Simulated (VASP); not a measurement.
Input of a VASP 6.6.1 run:

INCAR

```
SYSTEM = InSb
PREC = Accurate
ENCUT = 520
EDIFF = 1E-7
ISMEAR = -1
SIGMA = 0.05
LREAL = .FALSE.
LASPH = .TRUE.
NELM = 80
ALGO = Normal
ISIF = 2
LWAVE = .FALSE.
LCHARG = .FALSE.
GGA = PE
IBRION = 2
NSW = 80
EDIFFG = -0.02
```

File KPOINTS:

```
regular mesh
0
G
  12 12 12
  0 0 0
```

POSCAR

```
InSb
1.0
    0.0000000000      3.2391000000      3.3038820000
    3.2391000000      0.0000000000      3.3038820000
    3.2391000000      3.2391000000      0.0000000000
In Sb
1 1
Direct
    0.0000000000      0.0000000000      0.0000000000
    0.7500000000      0.7500000000      0.7500000000
```

Potentials or basis: VASP PAW PBE potentials, release 64 (In_d, Sb).

The run is started by

```bash
$ cat potpaw_PBE.64/In_d/POTCAR potpaw_PBE.64/Sb/POTCAR > POTCAR
$ mpirun -np 1 vasp_std > vasp.out
```

Question: Predict the band gap on the k mesh.

Answer: Zero (filled and empty bands touch).

Stress tensor (GPa, compression positive):
```
2.32 0.00 0.00
0.00 2.32 0.00
0.00 0.00 1.79
```

Caveat: the cell differs from its parent crystal (z stretched by +2 %); semilocal functionals underestimate gaps, and a narrow one can read as zero; spin-orbit coupling is left out, which moves the levels of the heavy elements.
